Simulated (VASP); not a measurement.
Ce: single point with PBE

The system is Ce.

```
CELL_PARAMETERS angstrom
0.00000 2.35142 2.35142
2.35142 0.00000 2.35142
2.35142 2.35142 0.00000
ATOMIC_POSITIONS crystal
Ce 0.00000 0.00000 0.00000
```

```yaml
Program: VASP 6.6.1
Task: single point
Functional: PBE
Potentials_or_basis: VASP PAW PBE potentials, release 64 (Ce)
Cutoff: 520 eV
k_mesh: 40 × 40 × 40
Occupations: fermi-dirac, width 0.0612256 eV
Spin: no spin polarisation
Dipole_correction: no
Further_INCAR_settings: ALGO = Normal; EDIFF = 1e-06; NBANDS = 12
```

| Quantity | Value |
| --- | --- |
| Pressure | 0.6 GPa |
| Band gap on the k mesh | zero (bands 6 and 7 overlap by 0.54 eV) |

Levels at points of the mesh, in eV from the Fermi level:
```
           k point  band 4  band 5  band 6  band 7  band 8  band 9
(0.00, 0.00, 0.00)  -15.88   -2.84   -0.23    0.39    0.39    0.39
(0.50, 0.00, 0.00)  -16.25   -2.10   -0.13    0.48    0.48    0.77
(0.50, 0.50, 0.00)  -16.95   -2.94   -2.29    0.53    0.64    0.64
```

It took 5.3 min on 1 thread of Intel(R) Xeon(R) 6975P-C (Granite Rapids) (shared host), peak memory 0.73 GiB.

Caveat: spin-orbit coupling is left out, which moves the levels of the heavy elements; semilocal functionals describe open f shells poorly, which spoils levels, moments and volumes. Spin polarisation is off, so any magnetic state and its effect on volume and gap are missing.
